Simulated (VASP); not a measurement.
Wanted: the native input for a VASP 6.6.1 run.

```yaml
Task: relaxation of cell and atoms
Functional: PBE
Potentials_or_basis: VASP PAW PBE potentials, release 64 (Be, S)
Cutoff: 600 eV
k_mesh: 6 × 6 × 4
Occupations: gaussian, width 0.02 eV
Spin: no spin polarisation
Dipole_correction: no
Further_INCAR_settings: ALGO = Normal; EDIFF = 1e-06; IBRION = 2; EDIFFG = -0.01; NSW = 100; ISIF = 3
```

The structure of BeS2 lies in POSCAR:

```
BeS2
1.0
    4.5980635124      0.0000000000      0.0000000000
   -1.9142752774      5.1631020905      0.0000000000
   -0.0000296866     -0.0821967168      6.4524838147
Be S
2 4
Direct
    0.7502686251      0.0006039774      0.5728418551
    0.2497313749      0.9993960226      0.4271581449
    0.3156286707      0.8324886032      0.7050009052
    0.8142951219      0.8293637107      0.2931105442
    0.1857048781      0.1706362893      0.7068894558
    0.6843713293      0.1675113968      0.2949990948
```

These files were run (other wordings do the same):

INCAR

```
PREC = Accurate ; ENCUT = 600
EDIFF = 1E-6 ; ISMEAR = 0
SIGMA = 0.02 ; LREAL = False
LASPH = True ; NELM = 80
ALGO = Normal ; ISIF = 3
LWAVE = False ; LCHARG = False
GGA = PE ; IBRION = 2
NSW = 100 ; EDIFFG = -0.01
```

KPOINTS

```
regular mesh
0
Gamma
  6 6 4
```

Potentials or basis: VASP PAW PBE potentials, release 64 (Be, S).

Command:

```bash
$ cat potpaw_PBE.64/Be/POTCAR potpaw_PBE.64/S/POTCAR > POTCAR
$ mpirun -np 1 vasp_std > vasp.out
```

It gave:

The relaxed volume is 25.51 Å³/atom and the relaxed cell is a = 4.595 Å, b = 5.499 Å, c = 6.459 Å, α = 90.68°, β = 90.00°, γ = 110.29°. The space group after relaxing (to 0.1 Å) is P-1 (No. 2). The energy gained by relaxing is 0.2 meV/atom and the ionic steps are 5. The pressure after relaxing is 0.0 GPa. The largest force after relaxing is 0.008 eV/Å and the band gap on the k mesh is 2.28 eV (least direct gap 2.55 eV).

Wall time 7.8 min on 1 thread of Intel Xeon 8259CL, with other jobs on the host, peak memory 0.43 GiB.
